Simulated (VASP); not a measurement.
LiReS4, 6 atoms in the cell. The structure is tetragonal, space group I4/mmm (No. 139). The conventional cell has a = 4.764 Å, b = 4.764 Å, c = 9.841 Å, α = 90.00°, β = 90.00°, γ = 90.00°. Li (site symmetry 4/mmm) has 6 S at 2.38 to 2.64 Å within 3.1 Å. Re (site symmetry 4/mmm) has 6 S at 2.28 to 2.38 Å within 3.0 Å. S (site symmetry 4mm) has 1 Re at 2.28 Å and 1 Li at 2.64 Å within 3.0 Å. S (site symmetry mmm) has 2 Li at 2.38 Å and 2 Re at 2.38 Å within 3.1 Å. The cell was generated, and may not be a known phase.

| Quantity | Value |
| --- | --- |
| Program | VASP 6.6.1 |
| Task | single point |
| Functional | PBE |
| Potentials or basis | VASP PAW PBE potentials, release 64 (Li_sv, Re, S) |
| Cutoff | 520 eV |
| k mesh | 4 × 4 × 4 |
| Occupations | gaussian, width 0.1 eV |
| Spin | collinear spin |
| Starting moments | [0.0, 1.0, 0.0, 0.0, 0.0, 0.0] μB |
| Dipole correction | no |
| Further INCAR settings | ALGO = Normal; EDIFF = 1e-06; NBANDS = 30 |

Potentials or basis: VASP PAW PBE potentials, release 64 (Li_sv, Re, S).

Run with:

```console
$ cat potpaw_PBE.64/Li_sv/POTCAR potpaw_PBE.64/Re/POTCAR potpaw_PBE.64/S/POTCAR > POTCAR
$ mpirun -np 1 vasp_std > vasp.out
```

Hardware: 1 thread of Intel(R) Xeon(R) 6975P-C (Granite Rapids), on a shared host.

Estimate the wall time of this run.

Run time: 110 s on 1 thread of Intel(R) Xeon(R) 6975P-C (Granite Rapids) (shared host), peak memory 0.43 GiB. Counts: scf iterations 18, k points 13.
